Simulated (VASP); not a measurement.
A run of VASP 6.6.1 is set up as follows.

INCAR

```
SYSTEM = H6C2O
ALGO = Normal
EDIFF = 1E-6
ENCUT = 520
GGA = PE
ISIF = 2
ISMEAR = -1
IVDW = 12
LASPH = .True.
LCHARG = .False.
LREAL = Auto
LWAVE = .False.
NBANDS = 64
NELM = 80
PREC = Accurate
SIGMA = 0.05
```

Contents of KPOINTS:

```
k-points
0
Gamma
  1 1 1
  0 0 0
```

POSCAR

```
H6C2O
1.0
    7.0419250000      0.0000000000      0.0000000000
    0.0000000000      7.0419250000      0.0000000000
    0.0000000000      0.0000000000      7.0419250000
C O H
8 4 24
Direct
    0.4574601405      0.3343829990      0.0364673012
    0.6251983655      0.2005133539      0.0664306990
    0.9971847187      0.8852834985      0.0483390550
    0.9102482631      0.7601614615      0.2087213369
    0.4853360409      0.8021812218      0.4443813304
    0.3653120418      0.9597091704      0.5283924495
    0.9124493658      0.3186912669      0.6669341125
    1.0408091537      0.4809906382      0.7283661783
    0.6470815864      0.0926877239     -0.1112337891
    1.0141545103      0.5967260373      0.2243420656
    0.3268850492      0.9368035019      0.7260940723
    1.0204170025      0.6334063484      0.5948089478
    0.7436176898     -0.0077535617     -0.0888109430
    0.7574491350      0.2692019583      0.1257042641
    0.5908469630      0.1001998743      0.1817400782
    0.4597464472      0.4374372064      0.1527991281
    0.4662077486      0.4294422335     -0.0834430926
    0.3276660856      0.2685487278      0.0519176220
    1.0463474121      0.5798414496      0.3637499689
    0.8956215807      0.8383929110      0.3366267036
    0.7569947138      0.7327257817      0.1659347409
    0.9960202643      1.0417321968      0.0849199615
    1.1431533281      0.8646073339      0.0141580605
    0.9102482631      0.8723892970     -0.0836845039
    0.4385590588      0.9897293709      0.7980488290
    0.4526177146      1.0931101936      0.4901074635
    0.2318258147      0.9797605058      0.4442819258
    0.4809196349      0.8462742787      0.2836014300
    0.6325401080      0.8205852803      0.4946658762
    0.4099731252      0.6477632182      0.4525325106
    1.0948994771      0.7352534996      0.6600893932
    1.0003088644      0.5319000131      0.8731561327
    1.1964058123      0.4304220792      0.7349268843
    0.9203733354      0.1973892082      0.7632572059
    0.7628453867      0.3698704545      0.6532304732
    0.9295185620      0.2563787601      0.5180827686
```

Potentials or basis: VASP PAW PBE potentials, release 64 (C, O, H).

Command:

```bash
$ cat potpaw_PBE.64/C/POTCAR potpaw_PBE.64/O/POTCAR potpaw_PBE.64/H/POTCAR > POTCAR
$ mpirun -np 1 vasp_gam > vasp.out
```

(1) Estimate the largest force.

(2) What does it give for the band gap on the k mesh?

Answers

(1) 3.246 eV/Å.

(2) 4.61 eV.

Caveat: the k points lie up to 0.89 Å⁻¹ apart, too coarse for converged energies, forces and pressures.
